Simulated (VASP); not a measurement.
## O: single point with LDA

O:

```
O
1.0
     0.00000    1.60785    3.96536
     1.59747    0.00000    3.96536
     1.59747    1.60785    0.00000
O
2
Direct
  0.08085 0.08085 0.91915
  0.91915 0.91915 0.08085
```

| Property | Result |
| --- | --- |
| Program | VASP 6.6.1 |
| Task | single point |
| Functional | LDA |
| Potentials or basis | VASP PAW LDA potentials, release 64 (O) |
| Cutoff | 520 eV |
| k mesh | 22 × 22 × 22 |
| Occupations | gaussian, width 0.15 eV |
| Spin | no spin polarisation |
| Dipole correction | no |
| Further INCAR settings | ALGO = Normal; EDIFF = 1e-06; NBANDS = 13 |

```json
{
 "Pressure": "-12.2 GPa",
 "Largest force": "3.988 eV/Å",
 "Band gap on the k mesh": "zero (bands 6 and 7 overlap by 3.23 eV)"
}
```

Forces in eV/Å, atoms in the order of the input:
```
O    0.000  0.000 -3.988
O    0.000  0.000  3.988
```

Stress tensor (GPa, compression positive):
```
  2.69   0.00   0.00
  0.00   2.66   0.00
  0.00   0.00 -42.03
```

Levels at points of the mesh, in eV from the Fermi level:
```csv
k point,band 2,band 3,band 4,band 5,band 6,band 7,band 8,band 9,band 10,band 11
"(0.00, 0.00, 0.00)",-14.88,-8.39,-3.48,-3.46,1.74,1.76,8.41,10.77,12.85,19.32
"(0.50, 0.00, 0.00)",-13.58,-8.98,-6.54,-2.92,-2.53,2.22,7.84,15.00,15.46,19.02
"(0.50, 0.50, 0.00)",-15.46,-7.04,-3.52,-3.50,1.84,1.85,5.03,11.90,13.43,20.84
"(0.50, 0.00, 0.50)",-12.21,-7.63,-7.46,-5.57,-1.53,-1.25,8.78,11.43,17.72,18.41
"(0.00, 0.50, 0.50)",-12.22,-7.57,-7.51,-5.56,-1.57,-1.21,8.77,11.43,17.70,18.58
```

Wall time 3.5 min on 1 thread of Intel(R) Xeon(R) Platinum 8488C (Sapphire Rapids) (shared host), peak memory 0.38 GiB.

Caveat: spin is off for a triplet molecule; the stress differs along the axes, from -42 to 3 GPa; forces of over 1 eV/Å act on the atoms, so gaps and moduli don't describe the material at rest.
